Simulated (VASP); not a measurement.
Input of a VASP 6.6.1 run:

The input INCAR:

```
  PREC = Accurate
  ENCUT = 520
  EDIFF = 1E-7
  ISMEAR = 0
  SIGMA = 0.1
  LREAL = F
  LASPH = T
  NELM = 60
  ALGO = Fast
  ISIF = 2
  LWAVE = F
  LCHARG = T
  GGA = PS
  LELF = T
  LVHAR = T
  NBANDS = 12
```

File KPOINTS:

```
regular mesh
0
Gamma
  24 24 24
```

File POSCAR:

```
Nb
1.0
    0.0000000000      2.3125947272      2.3138559759
    1.6354921336      0.0000000000      2.3138559759
    1.6354921336      2.3125947272      0.0000000000
Nb
1
Direct
    0.0000000000      0.0000000000      0.0000000000
```

Potentials or basis: VASP PAW PBE potentials, release 64 (Nb_sv).

Run with:

```bash
$ cat potpaw_PBE.64/Nb_sv/POTCAR > POTCAR
$ mpirun -np 1 vasp_std > vasp.out
```

Task: What does it give for the pressure?

Result: -0.3 GPa.

Task: What does it give for the band gap on the k mesh?

Result: Zero (an odd number of electrons rules out a gap without spin polarisation).

Caveat: the PAW data sets were made with another functional, which shifts forces and pressure a little.
